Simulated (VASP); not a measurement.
# BN (zinc blende) (F-43m) in VASP: notebook

The runs below take BN (zinc blende) through vibrations by perturbation theory, with PBEsol.

Everything below comes from runs of VASP 6.6.1. Logs are shortened: lines on timing, memory, paths and dates and some standing lists are left out, and cuts for length are marked.

## (1) The cell of the first run

It takes space group F-43m (No. 216, cubic). The conventional cell has a = 3.566 Å, b = 3.566 Å, c = 3.566 Å, α = 90.00°, β = 90.00°, γ = 90.00°. B (site symmetry -43m) has 4 N at 1.54 Å within 2.1 Å. Within 2.1 Å of N (site symmetry -43m) lie 4 B at 1.54 Å.

## (2) Vibrations by perturbation theory, PBEsol

File INCAR:

```
ALGO = Normal ; EDIFF = 1E-8
ENCUT = 600 ; GGA = PS
GGA_COMPAT = False ; IBRION = 8
ISIF = 2 ; ISMEAR = 0
LASPH = True ; LCHARG = True
LREAL = False ; LWAVE = False
NELM = 120 ; NSW = 1
PREC = Accurate ; SIGMA = 0.01
```

File KPOINTS:

```
k-points
0
Gamma
  10 10 10
```

File POSCAR:

```
BN
1.0
    0.0000000000      1.7831699782      1.7831699782
    1.7831699782      0.0000000000      1.7831699782
    1.7831699782      1.7831699782      0.0000000000
B N
1 1
Direct
    0.0000000000      0.0000000000      0.0000000000
    0.2500000000      0.2500000000      0.2500000000
```

Potentials or basis: VASP PAW PBE potentials, release 64 (B, N).

Command:

```sh
$ cat potpaw_PBE.64/B/POTCAR potpaw_PBE.64/N/POTCAR > POTCAR
$ mpirun -np 1 vasp_std > vasp.out
```

OUTCAR:

```text
EDIFF = 1E-8
   ENCUT = 600
   GGA = PS
   IBRION = 8
   ISIF = 2
   ISMEAR = 0
   LASPH = True
   LREAL = False
   NELM = 120
   NSW = 1
   PREC = Accurate

 ion  position               nearest neighbor table
   1  0.000  0.000  0.000-   2 1.54   2 1.54   2 1.54   2 1.54
   2  0.250  0.250  0.250-   1 1.54   1 1.54   1 1.54   1 1.54

  LATTYP: Found a face centered cubic cell.
 ALAT       =     3.5663399564

  Lattice vectors:

 A1 = (   0.0000000000,   1.7831699782,   1.7831699782)
 A2 = (   1.7831699782,   0.0000000000,   1.7831699782)
 A3 = (   1.7831699782,   1.7831699782,   0.0000000000)

Analysis of symmetry for initial positions (statically):
=====================================================================
 Subroutine PRICEL returns:
 Original cell was already a primitive cell.

 Routine SETGRP: Setting up the symmetry group for a
 face centered cubic supercell.

 Subroutine GETGRP returns: Found 24 space group operations
 (whereof 24 operations were pure point group operations)
 out of a pool of 48 trial point group operations.

The static configuration has the point symmetry T_d .

Analysis of symmetry for dynamics (positions and initial velocities):
=====================================================================
 Subroutine PRICEL returns:
 Original cell was already a primitive cell.

 Routine SETGRP: Setting up the symmetry group for a
 face centered cubic supercell.

 Subroutine GETGRP returns: Found 24 space group operations
 (whereof 24 operations were pure point group operations)
 out of a pool of 48 trial point group operations.

The dynamic configuration has the point symmetry T_d .

 Subroutine INISYM returns: Found 24 space group operations
 (whereof 24 operations are pure point group operations),
 and found     1 'primitive' translations

----------------------------------------------------------------------------------------

                                     Primitive cell

  volume of cell :      11.3399

  direct lattice vectors                    reciprocal lattice vectors
     0.000000000  1.783169978  1.783169978    -0.280399517  0.280399517  0.280399517
     1.783169978  0.000000000  1.783169978     0.280399517 -0.280399517  0.280399517
     1.783169978  1.783169978  0.000000000     0.280399517  0.280399517 -0.280399517

  length of vectors
     2.521783167  2.521783167  2.521783167     0.485666209  0.485666209  0.485666209

  position of ions in fractional coordinates (direct lattice)
     0.000000000  0.000000000  0.000000000
     0.250000000  0.250000000  0.250000000

  ion indices of the primitive-cell ions
   primitive index   ion index
                 1           1
                 2           2

----------------------------------------------------------------------------------------

 KPOINTS: k-points

Automatic generation of k-mesh.
 Grid dimensions read from file:
 generate k-points for:   10   10   10

 Generating k-lattice:

  Cartesian coordinates                     Fractional coordinates (reciprocal lattice)
    -0.028039952  0.028039952  0.028039952     0.100000000  0.000000000  0.000000000
     0.028039952 -0.028039952  0.028039952     0.000000000  0.100000000  0.000000000
     0.028039952  0.028039952 -0.028039952     0.000000000  0.000000000  0.100000000

  Length of vectors
     0.048566621  0.048566621  0.048566621

  Shift w.r.t. Gamma in fractional coordinates (k-lattice)
     0.000000000  0.000000000  0.000000000

 Subroutine IBZKPT returns following result:
[... 78 lines left out ...]
   LEPSILON=     F    determine dielectric tensor
   LRPA    =     F    only Hartree local field effects (RPA)
 non-spin polarized calculation
 Gauss-broadening in eV      SIGMA  =   0.01
  energy-cutoff  :      600.00
  volume of cell :       11.34
 maximum number of plane-waves:       388
   NGX =  9   NGY =  9   NGZ =  9

--------------------------------------- Ionic step        1  -------------------------------------------

 number of electron       7.9999998 magnetization

 Free energy of the ion-electron system (eV)
  ---------------------------------------------------
  ext. energy  EPLUGINS =         0.00000000
  ---------------------------------------------------
  free energy    TOTEN  =       -18.33295389 eV

  energy without entropy =      -18.33295389  energy(sigma->0) =      -18.33295389

 E-fermi :   7.9225     XC(G=0): -13.2159

 val. band max:        7.8722635260   @ k =   0.0000   0.0000   0.0000
 cond. band min:      12.1898140379   @ k =   0.5000   0.5000   0.0000
 fundamental gap:      4.3175505119
 Fermi energy:         7.9224672367

 k-point     1 :       0.0000    0.0000    0.0000
  band No.  band energies     occupation
      1     -12.8522      2.00000
      2       7.8723      2.00000
      3       7.8723      2.00000
      4       7.8723      2.00000
      5      16.8245      0.00000
      6      16.8245      0.00000
      7      16.8245      0.00000
      8      18.8042      0.00000
[... 243 lines left out ...]
 k-point    24 :       0.4000    0.3000    0.0000
  band No.  band energies     occupation
      1      -8.9034      2.00000
      2       0.9114      2.00000
      3       3.1427      2.00000
      4       3.5946      2.00000
      5      13.9331      0.00000
      6      18.6254      0.00000
      7      23.8387      0.00000
      8      23.8967      0.00000

 [... further k-points ...]

------------------------ aborting loop because EDIFF is reached ----------------------------------------

  FORCE on cell =-STRESS in cart. coord.  units (eV):
  Direction    XX          YY          ZZ          XY          YZ          ZX
  --------------------------------------------------------------------------------------
  -------------------------------------------------------------------------------------
  Total        0.9852655      0.9852655      0.9852655     -0.0000000      0.0000000     -0.0000000
  in kB      139.2052614    139.2052614    139.2052614     -0.0000000      0.0000000     -0.0000000
  external PRESSURE =     139.2052614 kB  Pullay stress =       0.0000000 kB

 VOLUME and BASIS-vectors are now :
 -----------------------------------------------------------------------------
  energy-cutoff  :      600.00
  volume of cell :       11.34
      direct lattice vectors                 reciprocal lattice vectors
     0.000000000  1.783169978  1.783169978    -0.280399517  0.280399517  0.280399517
     1.783169978  0.000000000  1.783169978     0.280399517 -0.280399517  0.280399517
     1.783169978  1.783169978  0.000000000     0.280399517  0.280399517 -0.280399517

 POSITION                                       TOTAL-FORCE (eV/Angst)
 -----------------------------------------------------------------------------------
      0.00000      0.00000      0.00000        -0.000000     -0.000000      0.000000
      0.89158      0.89158      0.89158         0.000000      0.000000     -0.000000
 -----------------------------------------------------------------------------------
    total drift:                                0.000000      0.000000      0.000000

  FREE ENERGIE OF THE ION-ELECTRON SYSTEM (eV)
  ---------------------------------------------------
  free  energy   TOTEN  =       -18.3329538863 eV

  energy  without entropy=      -18.3329538863  energy(sigma->0) =      -18.33295389

[... ionic steps 2 to 3 ...]

--------------------------------------- Ionic step        4  -------------------------------------------

------------------------ aborting loop because EDIFF is reached ----------------------------------------

[... ionic steps 5 to 6 ...]

--------------------------------------- Ionic step        7  -------------------------------------------

 Free energy of the ion-electron system (eV)
  ---------------------------------------------------
  ---------------------------------------------------
  free energy    TOTEN  =        -0.23003051 eV

  energy without entropy =       -0.23003051

------------------------ aborting loop because EDIFF is reached ----------------------------------------

 INTERNAL STRAIN TENSOR  FOR ION    2  DIRECTION 1   (eV/Angst):
 -----------------------------------------------------------------------------
    -0.02137  0.00000  0.00000
     0.00000  0.01201 -4.25010
     0.00000 -4.25010  0.01201

 INTERNAL STRAIN TENSOR FOR ION    2 for displacements in x,y,z  (eV/Angst):
          X           Y           Z          XY          YZ          ZX
  --------------------------------------------------------------------------------
  x     0.00000     0.00000     0.00000     0.00000    -4.25010     0.00000
  y     0.00000    -0.00000     0.00000     0.00000     0.00000    -4.25010
  z     0.00000     0.00000     0.00000    -4.25010     0.00000     0.00000

 SECOND DERIVATIVES (NOT SYMMETRIZED)
 ------------------------------------
               1X          1Y          1Z          2X          2Y          2Z
  1X   -26.791657    0.000000    0.000000   26.791657    0.000000    0.000000
  1Y     0.000000  -26.791657    0.000000    0.000000   26.791657    0.000000
  1Z     0.000000    0.000000  -26.791657    0.000000    0.000000   26.791657
  2X    26.785937    0.000000    0.000000  -26.785937    0.000000    0.000000
  2Y     0.000000   26.785937    0.000000    0.000000  -26.785937    0.000000
  2Z     0.000000    0.000000   26.785937    0.000000    0.000000  -26.785937

 Eigenvectors and eigenvalues of the dynamical matrix
 ----------------------------------------------------

   1 f  =   32.760366 THz   205.839447 2PiTHz 1092.768168 cm-1   135.485924 meV
             X         Y         Z           dx          dy          dz
      0.000000  0.000000  0.000000     0.751223    0.000000    0.000000
      0.891585  0.891585  0.891585    -0.660049    0.000000    0.000000
[... 21 lines left out ...]
   6 f/i=    0.001734 THz     0.010896 2PiTHz    0.057848 cm-1     0.007172 meV
             X         Y         Z           dx          dy          dz
      0.000000  0.000000  0.000000     0.603851   -0.266201    0.012836
      0.891585  0.891585  0.891585     0.687263   -0.302972    0.014609

--------------------------------------------------------------------------------------------------------

 ELASTIC MODULI CONTR FROM IONIC RELAXATION (kBar)
 Direction    XX          YY          ZZ          XY          YZ          ZX
 --------------------------------------------------------------------------------
 XX          -0.0000     -0.0000     -0.0000      0.0000      0.0000      0.0000
 YY          -0.0000     -0.0000     -0.0000      0.0000      0.0000     -0.0000
 ZZ          -0.0000     -0.0000     -0.0000      0.0000      0.0000      0.0000
 XY           0.0000      0.0000      0.0000    -91.1231     -0.0000      0.0000
 YZ           0.0000      0.0000      0.0000     -0.0000    -91.1231      0.0000
 ZX           0.0000     -0.0000      0.0000      0.0000      0.0000    -91.1231
 --------------------------------------------------------------------------------
```

Run time: 35 s. Hardware: 1 thread of Intel Xeon 6975P-C, shared host; peak memory 0.16 GiB.

What came out:

| Property | Result |
| --- | --- |
| Highest phonon frequency at Γ, LO-TO splitting left out | 1093 cm⁻¹ |

Phonon frequencies in cm⁻¹ (negative: imaginary):
```
              q point           frequencies
(0.000, 0.000, 0.000)  0 0 0 1093 1093 1093
```

Caveat: the cell wasn't relaxed at this level first, which shifts response properties; the PAW data sets were made with another functional, which shifts forces and pressure a little.

(Part 1 of 2 ends here.)
